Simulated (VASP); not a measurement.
# CuRe3 (Pm-3m) in VASP: further runs

Runs on CuRe3. Level: PBE. Tasks: single point.

Program: VASP 6.6.1. These are calculated values, not measurements. Logs are shortened: lines on timing, memory, paths and dates and some standing lists are left out, and cuts for length are marked.

## Step 1: The cell of the first run

The structure is cubic, space group Pm-3m (No. 221). The conventional cell has a = 4.390 Å, b = 4.390 Å, c = 4.390 Å, α = 90.00°, β = 90.00°, γ = 90.00°. Cu (site symmetry m-3m) has 12 Re at 3.10 Å within 4.1 Å. Re (site symmetry 4/mmm) has 4 Cu at 3.10 Å and 8 Re at 3.10 Å within 4.1 Å.

The cell was generated, and may not be a known phase.

## Step 2: Single point, PBE

Input file INCAR:

```
ALGO     = Normal         # electronic algorithm
EDIFF    = 1E-6           # SCF threshold, eV
ENCUT    = 520            # plane-wave cutoff, eV
GGA      = PE             # functional
ISIF     = 2              # what is computed and relaxed
ISMEAR   = 0              # smearing method
LASPH    = True           # aspherical terms in the spheres
LCHARG   = True           # write CHGCAR
LELF     = True           # ELF
LREAL    = False          # projectors in reciprocal space
LVHAR    = True         
LWAVE    = False          # write WAVECAR
NBANDS   = 24             # bands
NELM     = 60             # most SCF steps
PREC     = Accurate       # precision mode
SIGMA    = 0.1            # smearing width, eV
```

Input file KPOINTS:

```
k-points
0
Gamma
  4 4 4
```

Input file POSCAR:

```
CuRe3
1.0
    4.3898928000      0.0000000000      0.0000000000
    0.0000000000      4.3898928000      0.0000000000
    0.0000000000      0.0000000000      4.3898928000
Cu Re
1 3
Direct
    0.0000000000      0.0000000000      0.0000000000
    0.0000000000      0.5000000000      0.5000000000
    0.5000000000      0.0000000000      0.5000000000
    0.5000000000      0.5000000000      0.0000000000
```

Potentials or basis: VASP PAW PBE potentials, release 64 (Cu, Re).

On the command line:

```console
$ cat potpaw_PBE.64/Cu/POTCAR potpaw_PBE.64/Re/POTCAR > POTCAR
$ mpirun -np 1 vasp_std > vasp.out
```

OUTCAR:

```text
EDIFF = 1E-6
   ENCUT = 520
   GGA = PE
   ISIF = 2
   ISMEAR = 0
   LASPH = True
   LREAL = False
   NELM = 60
   PREC = Accurate

 ion  position               nearest neighbor table
   1  0.000  0.000  0.000-   2 3.10   3 3.10   4 3.10   2 3.10   3 3.10   2 3.10   4 3.10   2 3.10
                             3 3.10   4 3.10   3 3.10   4 3.10
   2  0.000  0.500  0.500-   1 3.10   3 3.10   4 3.10   1 3.10   4 3.10   1 3.10   3 3.10   1 3.10
                             3 3.10   4 3.10   4 3.10   3 3.10
   3  0.500  0.000  0.500-   1 3.10   2 3.10   4 3.10   1 3.10   4 3.10   2 3.10   4 3.10   4 3.10
                             1 3.10   2 3.10   1 3.10   2 3.10
   4  0.500  0.500  0.000-   1 3.10   2 3.10   3 3.10   2 3.10   3 3.10   1 3.10   3 3.10   3 3.10
                             1 3.10   2 3.10   2 3.10   1 3.10

  LATTYP: Found a simple cubic cell.
 ALAT       =     4.3898928000

  Lattice vectors:

 A1 = (   4.3898928000,   0.0000000000,   0.0000000000)
 A2 = (   0.0000000000,   4.3898928000,   0.0000000000)
 A3 = (   0.0000000000,   0.0000000000,   4.3898928000)

Analysis of symmetry for initial positions (statically):
=====================================================================
 Subroutine PRICEL returns:
 Original cell was already a primitive cell.

 Routine SETGRP: Setting up the symmetry group for a
 simple cubic supercell.

 Subroutine GETGRP returns: Found 48 space group operations
 (whereof 48 operations were pure point group operations)
 out of a pool of 48 trial point group operations.

The static configuration has the point symmetry O_h .

Analysis of symmetry for dynamics (positions and initial velocities):
=====================================================================
 Subroutine PRICEL returns:
 Original cell was already a primitive cell.

 Routine SETGRP: Setting up the symmetry group for a
 simple cubic supercell.

 Subroutine GETGRP returns: Found 48 space group operations
 (whereof 48 operations were pure point group operations)
 out of a pool of 48 trial point group operations.

The dynamic configuration has the point symmetry O_h .

 Subroutine INISYM returns: Found 48 space group operations
 (whereof 48 operations are pure point group operations),
 and found     1 'primitive' translations

----------------------------------------------------------------------------------------

                                     Primitive cell

  volume of cell :      84.5983

  direct lattice vectors                    reciprocal lattice vectors
     4.389892800  0.000000000  0.000000000     0.227795995  0.000000000  0.000000000
     0.000000000  4.389892800  0.000000000     0.000000000  0.227795995  0.000000000
     0.000000000  0.000000000  4.389892800     0.000000000  0.000000000  0.227795995

  length of vectors
     4.389892800  4.389892800  4.389892800     0.227795995  0.227795995  0.227795995

  position of ions in fractional coordinates (direct lattice)
     0.000000000  0.000000000  0.000000000
     0.000000000  0.500000000  0.500000000
     0.500000000  0.000000000  0.500000000
     0.500000000  0.500000000  0.000000000

  ion indices of the primitive-cell ions
   primitive index   ion index
                 1           1
                 2           2
                 3           3
                 4           4

----------------------------------------------------------------------------------------

 KPOINTS: k-points

Automatic generation of k-mesh.
 Grid dimensions read from file:
 generate k-points for:    4    4    4

 Generating k-lattice:

  Cartesian coordinates                     Fractional coordinates (reciprocal lattice)
     0.056948999  0.000000000  0.000000000     0.250000000  0.000000000  0.000000000
     0.000000000  0.056948999  0.000000000     0.000000000  0.250000000  0.000000000
     0.000000000  0.000000000  0.056948999     0.000000000  0.000000000  0.250000000

  Length of vectors
     0.056948999  0.056948999  0.056948999

  Shift w.r.t. Gamma in fractional coordinates (k-lattice)
     0.000000000  0.000000000  0.000000000

 Subroutine IBZKPT returns following result:
 ===========================================

 Found     10 irreducible k-points:

 Following reciprocal coordinates:
            Coordinates               Weight
  0.000000  0.000000  0.000000      1.000000
  0.250000  0.000000  0.000000      6.000000
  0.500000  0.000000  0.000000      3.000000
  0.250000  0.250000  0.000000     12.000000
  0.500000  0.250000  0.000000     12.000000
  0.500000  0.500000  0.000000      3.000000
  0.250000  0.250000  0.250000      8.000000
  0.500000  0.250000  0.250000     12.000000
  0.500000  0.500000  0.250000      6.000000
  0.500000  0.500000  0.500000      1.000000
   k-points           NKPTS =     10   k-points in BZ     NKDIM =     10   number of bands    NBANDS=     24
   number of dos      NEDOS =    301   number of ions     NIONS =      4
   total plane-waves  NPLWV =  46656
   dimension x,y,z NGX =    36 NGY =   36 NGZ =   36
   dimension x,y,z NGXF=    72 NGYF=   72 NGZF=   72
   ions per type =               1   3
   NGX,Y,Z   is equivalent  to a cutoff of  13.63, 13.63, 13.63 a.u.
   NGXF,Y,Z  is equivalent  to a cutoff of  27.27, 27.27, 27.27 a.u.
 SYSTEM =  unknown system
   PREC   = accura    normal or accurate (medium, high low for compatibility)
   ISTART =      0    job   : 0-new  1-cont  2-samecut
   ICHARG =      2    charge: 1-file 2-atom 10-const
   ISPIN  =      1    spin polarized calculation?
   LNONCOLLINEAR =      F non collinear calculations
   LSORBIT =      F    spin-orbit coupling
   LASPH  =      T    aspherical Exc in radial PAW
   ENCUT  =  520.0 eV  38.22 Ry    6.18 a.u.   8.16  8.16  8.16*2*pi/ulx,y,z
   NELM   =     60;   NELMIN=  2; NELMDL= -5     # of ELM steps
   EDIFF  = 0.1E-05   stopping-criterion for ELM
   LREAL  =      F    real-space projection
   EDIFFG = 0.1E-04   stopping-criterion for IOM
   NSW    =      0    number of steps for IOM
   IBRION =     -1    ionic relax: 0-MD 1-quasi-New 2-CG
   NFREE  =      0    steps in history (QN), initial steepest desc. (CG)
   ISIF   =      2    stress and relaxation
   ISYM   =      2    0-nonsym 1-usesym 2-fastsym
   POTIM  = 0.5000    time-step for ionic-motion
   TEBEG  =    0.0;   TEEND  =   0.0 temperature during run
   PSTRESS=    0.0 pullay stress
   NELECT =      32.0000    total number of electrons
   NUPDOWN=      -1.0000    fix difference up-down
   EMIN   =  10.00;   EMAX   =-10.00  energy-range for DOS
   EFERMI =   0.00;   METHOD = LEGACY
   ISMEAR =     0;   SIGMA  =   0.10  broadening in eV -4-tet -1-fermi 0-gaus
   EFERMI_NEDOS =   21; number of points for ismear=-14 and -15
   IALGO  =     38    algorithm
   IMIX   =      4    mixing-type and parameters
     AMIX     =   0.40;   BMIX     =  1.00
     AMIX_MAG =   1.60;   BMIX_MAG =  1.00
  volume/ion in A,a.u.               =      21.15       142.72
  Fermi-wavevector in a.u.,A,eV,Ry     =   1.183961  2.237363 19.072168  1.401765
  Thomas-Fermi vector in A             =   2.320185
   LORBIT       =      0    0 simple, 1 ext, 2 COOP (PROOUT), +10 PAW based schemes
   GGA     = PE    functional components
   LHFCALC =     F    Hartree Fock is set to
   AEXX    =    0.0000 exact exchange contribution
   IVDW    =     0    specifies the selected vdW correction
   LEPSILON=     F    determine dielectric tensor
   LRPA    =     F    only Hartree local field effects (RPA)
 non-spin polarized calculation
 Gauss-broadening in eV      SIGMA  =   0.10
  energy-cutoff  :      520.00
  volume of cell :       84.60
 maximum number of plane-waves:      2301
 NGX is ok and might be reduce to    36

 number of electron      31.9999996 magnetization

 Free energy of the ion-electron system (eV)
  ---------------------------------------------------
  ext. energy  EPLUGINS =         0.00000000
  ---------------------------------------------------
  free energy    TOTEN  =       -33.76825023 eV

  energy without entropy =      -33.74311579  energy(sigma->0) =      -33.75568301

 E-fermi :   3.9266     XC(G=0): -11.3376

 val. band max:        3.9075239864   @ k =   0.5000   0.5000   0.5000
 cond. band min:       3.9600040693   @ k =   0.5000   0.0000   0.0000
 fundamental gap:      0.0524800829
 Fermi energy:         3.9265934856

 k-point     1 :       0.0000    0.0000    0.0000
  band No.  band energies     occupation
      1      -3.5078      2.00000
      2      -0.3737      2.00000
      3       0.1735      2.00000
      4       0.1735      2.00000
      5       0.4682      2.00000
      6       0.4682      2.00000
[... 16 lines left out ...]
     23       6.1738      0.00000
     24       6.1738      0.00000

 k-point     2 :       0.2500    0.0000    0.0000
  band No.  band energies     occupation
      1      -2.9009      2.00000
      2      -0.1394      2.00000
      3       0.2762      2.00000
      4       0.5414      2.00000
      5       0.6719      2.00000
      6       0.7386      2.00000
[... 16 lines left out ...]
     23       7.8879      0.00000
     24       7.8882      0.00000

 k-point     3 :       0.5000    0.0000    0.0000
  band No.  band energies     occupation
      1      -1.5447      2.00000
      2      -1.0188      2.00000
      3       0.7792      2.00000
      4       0.9640      2.00000
      5       1.1072      2.00000
      6       1.2357      2.00000
[... 16 lines left out ...]
     23       8.4771      0.00000
     24      10.0679      0.00000

 k-point     4 :       0.2500    0.2500    0.0000
  band No.  band energies     occupation
      1      -2.3339      2.00000
      2       0.2436      2.00000
      3       0.4242      2.00000
      4       0.6434      2.00000
      5       0.8793      2.00000
      6       0.9061      2.00000
[... 16 lines left out ...]
     23       6.8499      0.00000
     24       8.4997      0.00000

 k-point     5 :       0.5000    0.2500    0.0000
  band No.  band energies     occupation
      1      -1.0114      2.00000
      2      -0.6520      2.00000
      3       1.0703      2.00000
      4       1.1286      2.00000
      5       1.1636      2.00000
      6       1.1691      2.00000
[... 16 lines left out ...]
     23       7.2996      0.00000
     24       7.5803      0.00000

 k-point     6 :       0.5000    0.5000    0.0000
  band No.  band energies     occupation
      1       0.0648      2.00000
      2       0.0648      2.00000
      3       0.3854      2.00000
      4       0.4206      2.00000
      5       1.2633      2.00000
      6       1.2633      2.00000
[... 16 lines left out ...]
     23       6.8291      0.00000
     24       6.8291      0.00000

 k-point     7 :       0.2500    0.2500    0.2500
  band No.  band energies     occupation
      1      -1.8572      2.00000
      2       0.3047      2.00000
      3       0.4976      2.00000
      4       0.4976      2.00000
      5       1.1480      2.00000
      6       1.1480      2.00000
[... 16 lines left out ...]
     23       7.1734      0.00000
     24       7.1734      0.00000

 k-point     8 :       0.5000    0.2500    0.2500
  band No.  band energies     occupation
      1      -0.7580      2.00000
      2      -0.5098      2.00000
      3       0.4452      2.00000
      4       0.5835      2.00000
      5       1.2657      2.00000
      6       1.3566      2.00000
[... 16 lines left out ...]
     23       7.5877      0.00000
     24       7.7694      0.00000

 k-point     9 :       0.5000    0.5000    0.2500
  band No.  band energies     occupation
      1      -0.2043      2.00000
      2      -0.2043      2.00000
      3      -0.1387      2.00000
      4      -0.0944      2.00000
      5       1.3893      2.00000
      6       1.5081      2.00000
[... 16 lines left out ...]
     23       6.5143      0.00000
     24       6.5143      0.00000

 k-point    10 :       0.5000    0.5000    0.5000
  band No.  band energies     occupation
      1      -0.4646      2.00000
      2      -0.3983      2.00000
      3      -0.3983      2.00000
      4      -0.3983      2.00000
      5       1.4534      2.00000
      6       1.4534      2.00000
[... 16 lines left out ...]
     23       5.7902      0.00000
     24       5.7902      0.00000

------------------------ aborting loop because EDIFF is reached ----------------------------------------

  FORCE on cell =-STRESS in cart. coord.  units (eV):
  Direction    XX          YY          ZZ          XY          YZ          ZX
  --------------------------------------------------------------------------------------
  -------------------------------------------------------------------------------------
  Total      -25.3824574    -25.3824574    -25.3824574     -0.0000000     -0.0000000      0.0000000
  in kB     -480.7092765   -480.7092765   -480.7092765     -0.0000000     -0.0000000      0.0000000
  external PRESSURE =    -480.7092765 kB  Pullay stress =       0.0000000 kB

 VOLUME and BASIS-vectors are now :
 -----------------------------------------------------------------------------
  energy-cutoff  :      520.00
  volume of cell :       84.60
      direct lattice vectors                 reciprocal lattice vectors
     4.389892800  0.000000000  0.000000000     0.227795995  0.000000000  0.000000000
     0.000000000  4.389892800  0.000000000     0.000000000  0.227795995  0.000000000
     0.000000000  0.000000000  4.389892800     0.000000000  0.000000000  0.227795995

 POSITION                                       TOTAL-FORCE (eV/Angst)
 -----------------------------------------------------------------------------------
      0.00000      0.00000      0.00000         0.000000      0.000000      0.000000
      0.00000      2.19495      2.19495         0.000000      0.000000      0.000000
      2.19495      0.00000      2.19495         0.000000      0.000000      0.000000
      2.19495      2.19495      0.00000         0.000000      0.000000      0.000000
 -----------------------------------------------------------------------------------
    total drift:                               -0.000000      0.000000      0.000000

  FREE ENERGIE OF THE ION-ELECTRON SYSTEM (eV)
  ---------------------------------------------------
  free  energy   TOTEN  =       -33.7682502272 eV

  energy  without entropy=      -33.7431157946  energy(sigma->0) =      -33.75568301
```

It took 43 s on 1 thread of Oxide Virtual Turin-like, shared host; peak memory 0.17 GiB.

What came out:

| Quantity | Value |
| --- | --- |
| Free energy | -33.7683 eV |
| Pressure | -48.1 GPa |
| Band gap on the k mesh | zero (bands 16 and 17 overlap by 1.46 eV) |

Caveat: the cell stands under tension; spin-orbit coupling is left out, which moves the levels of the heavy elements.

## Step 3: Single point, PBE

This run uses another cell than the first one: it holds 8 atoms, not 4.

Input file INCAR:

```
PREC = Accurate
ENCUT = 520
EDIFF = 1E-7
ISMEAR = 0
SIGMA = 0.2
LREAL = F
LASPH = T
NELM = 80
ALGO = Fast
ISIF = 2
LWAVE = F
LCHARG = T
GGA = PE
LELF = T
LVHAR = T
NBANDS = 42
```

Input file KPOINTS:

```
regular mesh
0
Gamma
  6 6 4
```

Input file POSCAR:

```
CuRe3
1.0
    0.0000000000      3.8430660661      0.0000000000
    0.0000000000      0.0000000000      3.8430660661
    7.6861321323      0.0000000000      0.0000000000
Cu Re
2 6
Direct
    1.0000000000      0.0000000000      0.5000000000
    0.0000000000      0.0000000000      0.0000000000
    0.5000000000      0.5000000000      0.0000000000
    0.5000000000      0.5000000000      0.5000000000
    0.0000000000      0.5000000000      0.2500000000
    0.0000000000      0.5000000000      0.7500000000
    0.5000000000      0.0000000000      0.2500000000
    0.5000000000      0.0000000000      0.7500000000
```

Potentials or basis: VASP PAW PBE potentials, release 64 (Cu, Re).

On the command line:

```console
$ cat potpaw_PBE.64/Cu/POTCAR potpaw_PBE.64/Re/POTCAR > POTCAR
$ mpirun -np 1 vasp_std > vasp.out
```

Wall time 18 min (1 thread of Oxide Virtual Turin-like, shared host); peak memory 0.26 GiB.

Results (log left out):

```yaml
Free_energy: -79.7297 eV
Pressure: 0.1 GPa
Band_gap_on_the_k_mesh: zero (bands 32 and 33 overlap by 1.34 eV)
```

Levels at points of the mesh, in eV from the Fermi level:
```
           k point  band 30  band 31  band 32  band 33  band 34  band 35
(0.00, 0.00, 0.00)     0.09     0.09     0.21     0.58     0.58     0.59
(0.50, 0.00, 0.00)    -1.49    -0.87    -0.65    -0.64    -0.59    -0.01
(0.50, 0.50, 0.00)    -0.82    -0.65    -0.65    -0.58     0.12     0.25
(0.00, 0.00, 0.50)    -0.22     0.27     0.27     0.89     0.89     1.40
(0.50, 0.00, 0.50)    -1.05    -0.91    -0.91    -0.63    -0.63     0.31
(0.50, 0.50, 0.50)    -1.94    -1.81    -1.81     0.53     0.53     0.53
```

Caveat: spin-orbit coupling is left out, which moves the levels of the heavy elements.

## Step 4: Single point, PBE

This run uses another cell than the first one, of 14.19 Å³/atom.

Input file INCAR:

```
SYSTEM = CuRe3
PREC = Accurate
ENCUT = 520
EDIFF = 1E-7
ISMEAR = 0
SIGMA = 0.1
LREAL = .False.
LASPH = .True.
NELM = 100
ALGO = Fast
ISIF = 2
LWAVE = .False.
LCHARG = .False.
GGA = PE
NBANDS = 24
```

Input file KPOINTS:

```
regular mesh
0
Gamma
  12 12 12
  0 0 0
```

Input file POSCAR:

```
CuRe3
1.0
    3.8430660661      0.0000000000      0.0000000000
    0.0000000000      3.8430660661      0.0000000000
    0.0000000000      0.0000000000      3.8430660661
Cu Re
1 3
Direct
    0.0000000000      0.0000000000      0.0000000000
    0.0000000000      0.5000000000      0.5000000000
    0.5000000000      0.0000000000      0.5000000000
    0.5000000000      0.5000000000      0.0000000000
```

On the command line:

```console
$ cat potpaw_PBE.64/Cu/POTCAR potpaw_PBE.64/Re/POTCAR > POTCAR
$ mpirun -np 1 vasp_std > vasp.out
```

Wall time 5.1 min (1 thread of Oxide Virtual Turin-like, shared host); peak memory 0.21 GiB.

Results (log left out):

```
Free energy            : -39.8586 eV
Pressure               : 0.0 GPa
Band gap on the k mesh : zero (bands 16 and 17 overlap by 2.48 eV)
```

Levels at points of the mesh, in eV from the Fermi level:
```
           k point  band 13  band 14  band 15  band 16  band 17  band 18  band 19  band 20
(0.00, 0.00, 0.00)     0.59     0.59     0.59     1.76     1.76     1.76     2.16     2.16
(0.50, 0.00, 0.00)    -1.75    -1.51    -1.51    -0.86     0.00     0.10     0.10     0.21
(0.50, 0.50, 0.00)    -3.47    -1.49    -1.49    -0.64    -0.64    -0.58     0.75     0.76
(0.50, 0.50, 0.50)    -0.82    -0.82    -0.82     0.13     0.25     0.25     0.25     1.33
```

Caveat: spin-orbit coupling is left out, which moves the levels of the heavy elements.

## Step 5: Summary

```csv
cell,k mesh,smearing,gap on the mesh (eV),pressure (GPa)
"a = 4.390 Å, 4 atoms, atomic positions A",4 × 4 × 4,gaussian 0.1 eV,none,-48.1
"a = 3.843, b = 3.843, c = 7.686 Å, 8 atoms, atomic positions B",6 × 6 × 4,gaussian 0.2 eV,none,0.1
"a = 3.843 Å, 4 atoms, atomic positions A",12 × 12 × 12,gaussian 0.1 eV,none,0.0
```

Alike in all rows: task single point; level PBE; potentials or basis VASP PAW PBE potentials, release 64 (Cu, Re); no spin polarisation; cutoff (eV) 520.

Caveats: spin-orbit coupling is left out, which moves the levels of the heavy elements; the cell stands under tension (at least some runs).

Absolute energies hang on the potentials; compare differences alone.

The gap in the log of VASP goes by the Fermi energy; the results here count the filled bands.